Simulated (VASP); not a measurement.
Write the native input for VASP 6.6.1 that does the following.

```
Task                   : relaxation of volume and atoms at fixed shape
Functional             : PBEsol
Potentials or basis    : VASP PAW PBE potentials, release 64 (Ti_sv, Ta_pv)
Cutoff                 : 500 eV
k mesh                 : 6 × 6 × 6
Occupations            : methfessel-paxton, width 0.05 eV
Spin                   : no spin polarisation
Dipole correction      : no
Further INCAR settings : ALGO = Normal; EDIFF = 1e-07; IBRION = 2; EDIFFG = -0.01; NSW = 50; ISIF = 8
```

The structure of TaTi3 lies in POSCAR:

```
TaTi3
1.0
    4.1330540000      0.0000000000      0.0000000000
    0.0000000000      4.1330540000      0.0000000000
    0.0000000000      0.0000000000      4.1330540000
Ti Ta
3 1
Direct
    0.0000000000      0.5000000000      0.5000000000
    0.5000000000      0.0000000000      0.5000000000
    0.5000000000      0.5000000000      0.0000000000
    0.0000000000      0.0000000000      0.0000000000
```

The input as run:

INCAR

```
SYSTEM = TaTi3
PREC = Accurate
ENCUT = 500
EDIFF = 1E-7
ISMEAR = 1
SIGMA = 0.05
LREAL = .False.
LASPH = .True.
NELM = 120
ALGO = Normal
ISIF = 8
LWAVE = .False.
LCHARG = .False.
GGA = PS
IBRION = 2
NSW = 50
EDIFFG = -0.01
GGA_COMPAT = .False.
NELMIN = 4
```

KPOINTS

```
regular mesh
0
Gamma
  6 6 6
  0 0 0
```

Potentials or basis: VASP PAW PBE potentials, release 64 (Ti_sv, Ta_pv).

Command:

```bash
$ cat potpaw_PBE.64/Ti_sv/POTCAR potpaw_PBE.64/Ta_pv/POTCAR > POTCAR
$ mpirun -np 1 vasp_std > vasp.out
```

It gave:

* Relaxed volume: 16.91 Å³/atom
* Relaxed cell: a = 4.075 Å, b = 4.075 Å, c = 4.075 Å, α = 90.00°, β = 90.00°, γ = 90.00°
* Space group after relaxing (to 0.05 Å): Pm-3m (No. 221)
* Energy gained by relaxing: 13.6 meV/atom
* Ionic steps: 3
* Pressure after relaxing: -0.1 GPa

Caveat: the PAW data sets were made with another functional, which shifts forces and pressure a little.

It took 3.3 min on 1 thread of Intel Xeon 8259CL, with other jobs on the host, peak memory 0.19 GiB.
